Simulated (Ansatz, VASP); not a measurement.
## Mg8HO8: VASP beside Ansatz

```xyz
17
Lattice="0.0000 3.9520 3.9520 3.9520 0.0000 3.9520 3.9520 3.9520 0.0000" Properties=species:S:1:pos:R:3 pbc="T T T"
Mg    0.0106   -0.0077    0.0173
Mg    1.9826    1.9723    0.0053
Mg    1.9706   -0.0076    1.9772
Mg    3.9628    1.9845    1.9769
Mg   -0.0016    1.9722    1.9895
Mg    1.9832    3.9570    1.9899
Mg    1.9704    1.9845    3.9695
Mg    3.9503    3.9566    3.9570
O     1.9384    2.0170    1.9452
O     3.9548    3.9522    1.9854
O     3.9947    2.0168    4.0012
O     5.8901    3.9122    4.0016
O     1.9786    3.9524    3.9612
O     3.9545    5.9284    3.9611
O     3.9952    3.9121    5.8969
O     5.9304    5.9286    5.9374
H     2.9666    0.9885    2.9734
```

Alike in both runs: functional PBE; k mesh 2 × 2 × 2; occupations fermi-dirac, width 0.05 eV; collinear spin.

Ansatz relaxed the structure, and its values are those at the end. VASP's run is a single point on that final structure, the one shown.

|  | VASP | Ansatz |
| --- | --- | --- |
| version | VASP 6.6.1 | Ansatz 0.2.0 |
| potentials or method | VASP PAW PBE potentials, release 64 (Mg, O, H), cutoff 520 eV | scalar-relativistic, plane waves, PAW |
| valence electrons in the cell | 65 | 129 |

|  | VASP | Ansatz | Ansatz less VASP |
| --- | --- | --- | --- |
| rms of the force components (eV/Å) | 0.009 | 0.010 | +0.0001 |
| net moment per atom (μB) | 0.04 | 0.04 | 0.000 |
| size of the moment on the site where the two differ most (μB) | 0.24 | 0.32 | +0.085 |

Site moments also hang on the region over which each program counts them. VASP's potentials hold 65 valence electrons a cell and Ansatz's 129, so a difference there can come from the potentials and not from the codes.

The k mesh is coarse, so the values compare programs but aren't converged.
